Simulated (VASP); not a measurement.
Runs of VASP 6.6.1 on Al. The structure is that of space group I4/mmm (No. 139), or close to it. The cells are those of the table. 

```tsv
cell	gap on the mesh (eV)	pressure (GPa)
a = 2.979, b = 2.979, c = 3.091 Å, angles 58.7, 58.7, 62.5°, 1 atom	none	(b)
a = 2.871, b = 2.871, c = 3.091 Å, angles 57.4, 57.4, 65.1°, 1 atom	none	-3.9
a = 2.865, b = 2.865, c = 2.977 Å, angles 58.7, 58.7, 62.6°, 1 atom	none	-2.7
a = 2.925, b = 2.925, c = 3.091 Å, angles 58.1, 58.1, 63.8°, 1 atom	none	-6.4
a = 2.925, b = 2.925, c = 2.748 Å, angles 62.0, 62.0, 56.0°, 1 atom	none	(a)
```

Alike in all rows: task single point; level PBE; potentials or basis VASP PAW PBE potentials, release 64 (Al); no spin polarisation; k mesh 20 × 20 × 20; cutoff (eV) 520; smearing gaussian 0.15 eV.

**Question.** Fill in the values left out.

**Answer.** (a) 1.0; (b) -8.3.

A gap of «none» marks levels without a gap at the run's occupations.
